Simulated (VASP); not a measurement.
A run of VASP 6.6.1 is set up as follows.

File INCAR:

```
  PREC = Accurate
  ENCUT = 600
  EDIFF = 1E-7
  ISMEAR = 0
  SIGMA = 0.1
  LREAL = F
  LASPH = T
  NELM = 120
  ALGO = Normal
  ISIF = 3
  LWAVE = F
  LCHARG = F
  GGA = CA
  IBRION = 2
  NSW = 100
  EDIFFG = -0.05
  GGA_COMPAT = F
  NELMIN = 4
```

KPOINTS

```
regular mesh
0
Gamma
  10 10 10
```

Contents of POSCAR:

```
C
1.0
    0.0000000000      1.7835000000      1.7835000000
    1.7835000000      0.0000000000      1.7835000000
    1.7835000000      1.7835000000      0.0000000000
C
2
Direct
    0.0000000000      0.0000000000      0.0000000000
    0.2500000000      0.2500000000      0.2500000000
```

Potentials or basis: VASP PAW LDA potentials, release 64 (C).

Command:

```sh
$ cat potpaw_LDA.64/C/POTCAR > POTCAR
$ mpirun -np 1 vasp_std > vasp.out
```

Task: What does it give for the space group after relaxing (to 0.05 Å)?

Result: Fd-3m (No. 227).

Task: Predict the relaxed volume.

Result: 5.52 Å³/atom.

Final structure:
```
C
1.0
     0.00000    1.76696    1.76696
     1.76696    0.00000    1.76696
     1.76696    1.76696    0.00000
C
2
Direct
  0.00000 0.00000 0.00000
  0.25000 0.25000 0.25000
```
